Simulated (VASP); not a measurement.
Runs of VASP 6.6.1 on C. The structure is cubic, space group Fd-3m (No. 227). Conventional cell: a = 3.567 Å, b = 3.567 Å, c = 3.567 Å, α = 90.00°, β = 90.00°, γ = 90.00°. Within 2.1 Å of C (site symmetry -43m) lie 4 C at 1.54 Å. 

| k mesh | cutoff (eV) | smearing | gap on the mesh (eV) | pressure (GPa) |
| --- | --- | --- | --- | --- |
| 14 × 14 × 14 | 600 | fermi-dirac 0.05 eV | 4.13 | 1.8 |
| 14 × 14 × 14 | 520 | fermi-dirac 0.1 eV | 4.13 | 2.4 |
| 7 × 7 × 7 | 520 | fermi-dirac 0.1 eV | (a) | 2.5 |
| 14 × 14 × 14 | 600 | fermi-dirac 0.1 eV | 4.13 | 1.8 |

Alike in all rows: task single point; level PBE; potentials or basis VASP PAW PBE potentials, release 64 (C); no spin polarisation; cell as given.

Fill in the values left out.

(a) 4.26.

Caveats: some runs use coarse meshes.

A k mesh can miss the band edges.
